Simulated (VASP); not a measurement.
# BN (P4_2/mnm) in VASP: further runs

The runs below take BN through single point, with PBEsol.

Everything below comes from runs of VASP 6.6.1. Logs are shortened: lines on timing, memory, paths and dates and some standing lists are left out, and cuts for length are marked.

### 1 The cell of the first run

It takes space group P4_2/mnm (No. 136, tetragonal). Conventional cell: a = 4.266 Å, b = 4.266 Å, c = 2.233 Å, α = 90.00°, β = 90.00°, γ = 90.00°. Within 1.9 Å of B (site symmetry m2m) lie 4 N at 1.39 to 1.54 Å. N (site symmetry m2m) has 4 B at 1.39 to 1.54 Å within 1.9 Å.

### 2 Single point, PBEsol

INCAR reads:

```
SYSTEM = BN
PREC = Accurate ; ENCUT = 520
EDIFF = 1E-7 ; ISMEAR = 0
SIGMA = 0.05 ; LREAL = .FALSE.
LASPH = .TRUE. ; NELM = 100
ALGO = Normal ; ISIF = 2
LWAVE = .FALSE. ; LCHARG = .TRUE.
GGA = PS ; LELF = .TRUE.
LVHAR = .TRUE. ; NBANDS = 26
```

KPOINTS reads:

```
Automatic mesh
0
G
  6 6 10
  0 0 0
```

POSCAR reads:

```
BN
1.0
    4.2663000000      0.0000000000      0.0000000000
    0.0000000000      4.2663000000      0.0000000000
    0.0000000000      0.0000000000      2.2335000000
B N
4 4
Direct
    0.1741337327      0.8258662673      0.5000000000
    0.3258662673      0.3258662673      0.0000000000
    0.6741337327      0.6741337327      0.0000000000
    0.8258662673      0.1741337327      0.5000000000
    0.8123909516      0.8123909516      0.5000000000
    0.3123909516      0.6876090484      0.0000000000
    0.6876090484      0.3123909516      0.0000000000
    0.1876090484      0.1876090484      0.5000000000
```

Potentials or basis: VASP PAW PBE potentials, release 64 (B, N).

The run is started by

```bash
> cat potpaw_PBE.64/B/POTCAR potpaw_PBE.64/N/POTCAR > POTCAR
> mpirun -np 1 vasp_std > vasp.out
```

OUTCAR:

```text
SYSTEM = BN
   PREC = Accurate
   ENCUT = 520
   EDIFF = 1E-7
   ISMEAR = 0
   LREAL = .FALSE.
   LASPH = .TRUE.
   NELM = 100
   ISIF = 2
   GGA = PS

 ion  position               nearest neighbor table
   1  0.174  0.826  0.500-   6 1.39   6 1.39   8 1.54   5 1.54   4 2.10
   2  0.326  0.326  0.000-   8 1.39   8 1.39   6 1.54   7 1.54   3 2.10
   3  0.674  0.674  0.000-   5 1.39   5 1.39   7 1.54   6 1.54   2 2.10
   4  0.826  0.174  0.500-   7 1.39   7 1.39   8 1.54   5 1.54   1 2.10
   5  0.812  0.812  0.500-   3 1.39   3 1.39   4 1.54   1 1.54
   6  0.312  0.688  0.000-   1 1.39   1 1.39   3 1.54   2 1.54
   7  0.688  0.312  0.000-   4 1.39   4 1.39   2 1.54   3 1.54
   8  0.188  0.188  0.500-   2 1.39   2 1.39   4 1.54   1 1.54

  LATTYP: Found a simple tetragonal cell.
 ALAT       =     4.2663000000
 C/A-ratio  =     0.5235215526

  Lattice vectors:

 A1 = (   4.2663000000,   0.0000000000,   0.0000000000)
 A2 = (   0.0000000000,   4.2663000000,   0.0000000000)
 A3 = (   0.0000000000,   0.0000000000,   2.2335000000)

Analysis of symmetry for initial positions (statically):
=====================================================================
 Subroutine PRICEL returns:
 Original cell was already a primitive cell.

 Routine SETGRP: Setting up the symmetry group for a
 simple tetragonal supercell.

 Subroutine GETGRP returns: Found 16 space group operations
 (whereof  8 operations were pure point group operations)
 out of a pool of 16 trial point group operations.

The static configuration has the point symmetry D_2h.
 The point group associated with its full space group is D_4h.

Analysis of symmetry for dynamics (positions and initial velocities):
=====================================================================
 Subroutine PRICEL returns:
 Original cell was already a primitive cell.

 Routine SETGRP: Setting up the symmetry group for a
 simple tetragonal supercell.

 Subroutine GETGRP returns: Found 16 space group operations
 (whereof  8 operations were pure point group operations)
 out of a pool of 16 trial point group operations.

The dynamic configuration has the point symmetry D_2h.
 The point group associated with its full space group is D_4h.

 Subroutine INISYM returns: Found 16 space group operations
 (whereof  8 operations are pure point group operations),
 and found     1 'primitive' translations

----------------------------------------------------------------------------------------

                                     Primitive cell

  volume of cell :      40.6526

  direct lattice vectors                    reciprocal lattice vectors
     4.266300000  0.000000000  0.000000000     0.234395143  0.000000000  0.000000000
     0.000000000  4.266300000  0.000000000     0.000000000  0.234395143  0.000000000
     0.000000000  0.000000000  2.233500000     0.000000000  0.000000000  0.447727782

  length of vectors
     4.266300000  4.266300000  2.233500000     0.234395143  0.234395143  0.447727782

  position of ions in fractional coordinates (direct lattice)
     0.174133733  0.825866267  0.500000000
     0.325866267  0.325866267  0.000000000
     0.674133733  0.674133733  0.000000000
     0.825866267  0.174133733  0.500000000
     0.812390952  0.812390952  0.500000000
     0.312390952  0.687609048  0.000000000
     0.687609048  0.312390952  0.000000000
     0.187609048  0.187609048  0.500000000

  ion indices of the primitive-cell ions
   primitive index   ion index
                 1           1
                 2           2
                 3           3
                 4           4
                 5           5
                 6           6
                 7           7
                 8           8

----------------------------------------------------------------------------------------

 KPOINTS: Automatic mesh

Automatic generation of k-mesh.
 Grid dimensions read from file:
 generate k-points for:    6    6   10

 Generating k-lattice:

  Cartesian coordinates                     Fractional coordinates (reciprocal lattice)
     0.039065857  0.000000000  0.000000000     0.166666667  0.000000000  0.000000000
     0.000000000  0.039065857  0.000000000     0.000000000  0.166666667  0.000000000
     0.000000000  0.000000000  0.044772778     0.000000000  0.000000000  0.100000000

  Length of vectors
     0.039065857  0.039065857  0.044772778

  Shift w.r.t. Gamma in fractional coordinates (k-lattice)
     0.000000000  0.000000000  0.000000000

 Subroutine IBZKPT returns following result:
 ===========================================

 Found     60 irreducible k-points:

 Following reciprocal coordinates:
            Coordinates               Weight
  0.000000  0.000000  0.000000      1.000000
  0.166667  0.000000  0.000000      4.000000
  0.333333  0.000000  0.000000      4.000000
  0.500000  0.000000  0.000000      2.000000
  0.166667  0.166667  0.000000      4.000000
  0.333333  0.166667  0.000000      8.000000
[... 16 lines left out ...]
  0.333333  0.000000  0.200000      8.000000
  0.500000  0.000000  0.200000      4.000000
 [... further k-points ...]
   k-points           NKPTS =     60   k-points in BZ     NKDIM =     60   number of bands    NBANDS=     26
   number of dos      NEDOS =    301   number of ions     NIONS =      8
   total plane-waves  NPLWV =  18432
   dimension x,y,z NGX =    32 NGY =   32 NGZ =   18
   dimension x,y,z NGXF=    64 NGYF=   64 NGZF=   36
   ions per type =               4   4
   NGX,Y,Z   is equivalent  to a cutoff of  12.47, 12.47, 13.40 a.u.
   NGXF,Y,Z  is equivalent  to a cutoff of  24.94, 24.94, 26.80 a.u.
 SYSTEM =  BN
   PREC   = accura    normal or accurate (medium, high low for compatibility)
   ISTART =      0    job   : 0-new  1-cont  2-samecut
   ICHARG =      2    charge: 1-file 2-atom 10-const
   ISPIN  =      1    spin polarized calculation?
   LNONCOLLINEAR =      F non collinear calculations
   LSORBIT =      F    spin-orbit coupling
   LASPH  =      T    aspherical Exc in radial PAW
   ENCUT  =  520.0 eV  38.22 Ry    6.18 a.u.   7.93  7.93  4.15*2*pi/ulx,y,z
   NELM   =    100;   NELMIN=  2; NELMDL= -5     # of ELM steps
   EDIFF  = 0.1E-06   stopping-criterion for ELM
   LREAL  =      F    real-space projection
   EDIFFG = 0.1E-05   stopping-criterion for IOM
   NSW    =      0    number of steps for IOM
   IBRION =     -1    ionic relax: 0-MD 1-quasi-New 2-CG
   NFREE  =      0    steps in history (QN), initial steepest desc. (CG)
   ISIF   =      2    stress and relaxation
   ISYM   =      2    0-nonsym 1-usesym 2-fastsym
   POTIM  = 0.5000    time-step for ionic-motion
   TEBEG  =    0.0;   TEEND  =   0.0 temperature during run
   PSTRESS=    0.0 pullay stress
   NELECT =      32.0000    total number of electrons
   NUPDOWN=      -1.0000    fix difference up-down
   EMIN   =  10.00;   EMAX   =-10.00  energy-range for DOS
   EFERMI =   0.00;   METHOD = LEGACY
   ISMEAR =     0;   SIGMA  =   0.05  broadening in eV -4-tet -1-fermi 0-gaus
   EFERMI_NEDOS =   21; number of points for ismear=-14 and -15
   IALGO  =     38    algorithm
   IMIX   =      4    mixing-type and parameters
     AMIX     =   0.40;   BMIX     =  1.00
     AMIX_MAG =   1.60;   BMIX_MAG =  1.00
  volume/ion in A,a.u.               =       5.08        34.29
  Fermi-wavevector in a.u.,A,eV,Ry     =   1.511571  2.856455 31.087233  2.284847
  Thomas-Fermi vector in A             =   2.621611
   LORBIT       =      0    0 simple, 1 ext, 2 COOP (PROOUT), +10 PAW based schemes
   GGA     = PS    functional components
   LHFCALC =     F    Hartree Fock is set to
   AEXX    =    0.0000 exact exchange contribution
   IVDW    =     0    specifies the selected vdW correction
   LEPSILON=     F    determine dielectric tensor
   LRPA    =     F    only Hartree local field effects (RPA)
 non-spin polarized calculation
 Gauss-broadening in eV      SIGMA  =   0.05
  energy-cutoff  :      520.00
  volume of cell :       40.65
 maximum number of plane-waves:      1120
 NGX is ok and might be reduce to    32
   NGX = 15   NGY = 15   NGZ =  9

 number of electron      31.9999992 magnetization

 Free energy of the ion-electron system (eV)
  ---------------------------------------------------
  ext. energy  EPLUGINS =         0.00000000
  ---------------------------------------------------
  free energy    TOTEN  =       -68.91319588 eV

  energy without entropy =      -68.91319588  energy(sigma->0) =      -68.91319588

 E-fermi :   9.8855     XC(G=0): -13.6454

 val. band max:        9.5688138595   @ k =   0.0000   0.0000   0.0000
 cond. band min:      13.5611265445   @ k =   0.0000   0.0000   0.3000
 fundamental gap:      3.9923126850
 Fermi energy:         9.8854530507

 k-point     1 :       0.0000    0.0000    0.0000
  band No.  band energies     occupation
      1     -13.0777      2.00000
      2      -8.6455      2.00000
      3      -8.6455      2.00000
      4      -8.2128      2.00000
      5      -2.4575      2.00000
      6      -2.1078      2.00000
[... 18 lines left out ...]
     25      24.1769      0.00000
     26      25.1975      0.00000

 k-point     2 :       0.1667    0.0000    0.0000
  band No.  band energies     occupation
      1     -12.9207      2.00000
      2      -9.5544      2.00000
      3      -8.5398      2.00000
      4      -7.6851      2.00000
      5      -2.7100      2.00000
      6      -1.5644      2.00000
[... 18 lines left out ...]
     25      24.1445      0.00000
     26      24.7392      0.00000

 k-point     3 :       0.3333    0.0000    0.0000
  band No.  band energies     occupation
      1     -12.4552      2.00000
      2     -10.6989      2.00000
      3      -8.2455      2.00000
      4      -7.5600      2.00000
      5      -2.8550      2.00000
      6      -1.5310      2.00000
[... 18 lines left out ...]
     25      23.5882      0.00000
     26      24.4189      0.00000

 k-point     4 :       0.5000    0.0000    0.0000
  band No.  band energies     occupation
      1     -11.6998      2.00000
      2     -11.6998      2.00000
      3      -7.8504      2.00000
      4      -7.8504      2.00000
      5      -2.4298      2.00000
      6      -2.4298      2.00000
[... 18 lines left out ...]
     25      23.4979      0.00000
     26      23.4979      0.00000

 k-point     5 :       0.1667    0.1667    0.0000
  band No.  band energies     occupation
      1     -12.7653      2.00000
      2      -9.7180      2.00000
      3      -8.9539      2.00000
      4      -7.5052      2.00000
      5      -2.6816      2.00000
      6      -1.2476      2.00000
[... 18 lines left out ...]
     25      23.5890      0.00000
     26      24.7968      0.00000

 k-point     6 :       0.3333    0.1667    0.0000
  band No.  band energies     occupation
      1     -12.3051      2.00000
      2     -10.6075      2.00000
      3      -8.7992      2.00000
      4      -7.7440      2.00000
      5      -2.4252      2.00000
      6      -0.8719      2.00000
[... 427 lines left out ...]
 k-point    21 :       0.0000    0.0000    0.2000
  band No.  band energies     occupation
      1     -12.2274      2.00000
      2      -7.9465      2.00000
      3      -7.9465      2.00000
      4      -7.5098      2.00000
      5      -2.2461      2.00000
      6      -1.0959      2.00000
[... 18 lines left out ...]
     25      24.4514      0.00000
     26      24.8119      0.00000

 k-point    22 :       0.1667    0.0000    0.2000
  band No.  band energies     occupation
      1     -12.0733      2.00000
      2      -8.8018      2.00000
      3      -7.8470      2.00000
      4      -7.0327      2.00000
      5      -2.2971      2.00000
      6      -0.6292      2.00000
[... 18 lines left out ...]
     25      24.4250      0.00000
     26      24.4865      0.00000

 k-point    23 :       0.3333    0.0000    0.2000
  band No.  band energies     occupation
      1     -11.6168      2.00000
      2      -9.9047      2.00000
      3      -7.5712      2.00000
      4      -6.9283      2.00000
      5      -2.2306      2.00000
      6      -0.8555      2.00000
[... 18 lines left out ...]
     25      24.1983      0.00000
     26      24.9818      0.00000

 k-point    24 :       0.5000    0.0000    0.2000
  band No.  band energies     occupation
      1     -10.8783      2.00000
      2     -10.8783      2.00000
      3      -7.2024      2.00000
      4      -7.2024      2.00000
      5      -1.7399      2.00000
      6      -1.7399      2.00000
[... 18 lines left out ...]
     25      24.3817      0.00000
     26      24.3817      0.00000

 [... further k-points ...]

------------------------ aborting loop because EDIFF is reached ----------------------------------------

  FORCE on cell =-STRESS in cart. coord.  units (eV):
  Direction    XX          YY          ZZ          XY          YZ          ZX
  --------------------------------------------------------------------------------------
  -------------------------------------------------------------------------------------
  Total       15.0255995     15.0255995     52.1347821     -0.0000000      0.0000000      0.0000000
  in kB      592.1798872    592.1798872   2054.7046620     -0.0000000      0.0000000      0.0000000
  external PRESSURE =    1079.6881455 kB  Pullay stress =       0.0000000 kB

 VOLUME and BASIS-vectors are now :
 -----------------------------------------------------------------------------
  energy-cutoff  :      520.00
  volume of cell :       40.65
      direct lattice vectors                 reciprocal lattice vectors
     4.266300000  0.000000000  0.000000000     0.234395143  0.000000000  0.000000000
     0.000000000  4.266300000  0.000000000     0.000000000  0.234395143  0.000000000
     0.000000000  0.000000000  2.233500000     0.000000000  0.000000000  0.447727782

 POSITION                                       TOTAL-FORCE (eV/Angst)
 -----------------------------------------------------------------------------------
      0.74291      3.52339      1.11675        -1.188763      1.188763     -0.000000
      1.39024      1.39024      0.00000         1.188763      1.188763     -0.000000
      2.87606      2.87606      0.00000        -1.188763     -1.188763      0.000000
      3.52339      0.74291      1.11675         1.188763     -1.188763      0.000000
      3.46590      3.46590      1.11675         1.217774      1.217774      0.000000
      1.33275      2.93355      0.00000         1.217774     -1.217774      0.000000
      2.93355      1.33275      0.00000        -1.217774      1.217774      0.000000
      0.80040      0.80040      1.11675        -1.217774     -1.217774      0.000000
 -----------------------------------------------------------------------------------
    total drift:                                0.000000     -0.000000     -0.000000

  FREE ENERGIE OF THE ION-ELECTRON SYSTEM (eV)
  ---------------------------------------------------
  free  energy   TOTEN  =       -68.9131958830 eV

  energy  without entropy=      -68.9131958830  energy(sigma->0) =      -68.91319588
```

Wall time 18 s (1 thread of Intel Xeon 6975P-C (Granite Rapids), shared host); peak memory 0.17 GiB.

Results:

```yaml
Free_energy: -68.9132 eV
Pressure: 108.0 GPa
Largest_force: 1.722 eV/Å
Band_gap_on_the_k_mesh: 3.99 eV, indirect (least direct gap 5.84 eV)
```

Forces in eV/Å, atoms in the order of the input:
```
B   -1.189  1.189  0.000
B    1.189  1.189  0.000
B   -1.189 -1.189  0.000
B    1.189 -1.189  0.000
N    1.218  1.218  0.000
N    1.218 -1.218  0.000
N   -1.218  1.218  0.000
N   -1.218 -1.218  0.000
```

Stress tensor (GPa, compression positive):
```
 59.22   0.00   0.00
  0.00  59.22   0.00
  0.00   0.00 205.47
```

Levels at points of the mesh, in eV from the valence-band top:
| k point | band 12 | band 13 | band 14 | band 15 | band 16 | band 17 | band 18 | band 19 | band 20 | band 21 |
| --- | --- | --- | --- | --- | --- | --- | --- | --- | --- | --- |
| (0.00, 0.00, 0.00) | -1.87 | -0.64 | -0.64 | -0.31 | 0.00 | 7.63 | 7.63 | 8.18 | 8.47 | 9.87 |
| (0.50, 0.00, 0.00) | -3.33 | -1.98 | -1.98 | -1.00 | -1.00 | 7.58 | 7.58 | 9.10 | 9.10 | 11.33 |
| (0.50, 0.50, 0.00) | -4.34 | -2.58 | -2.58 | -2.02 | -2.02 | 7.40 | 7.40 | 10.65 | 10.65 | 11.60 |
| (0.00, 0.00, 0.50) | -5.84 | -5.48 | -5.48 | -4.04 | -4.04 | 6.05 | 6.05 | 10.58 | 10.58 | 11.89 |
| (0.50, 0.00, 0.50) | -5.54 | -4.35 | -4.35 | -3.30 | -3.30 | 7.01 | 7.01 | 8.70 | 8.70 | 9.57 |
| (0.50, 0.50, 0.50) | -4.76 | -3.59 | -3.59 | -3.43 | -3.43 | 6.37 | 6.37 | 7.20 | 7.20 | 8.08 |

Caveat: the PAW data sets were made with another functional, which shifts forces and pressure a little. A k mesh can miss the band edges.

(Continued in part 2 of 2.)
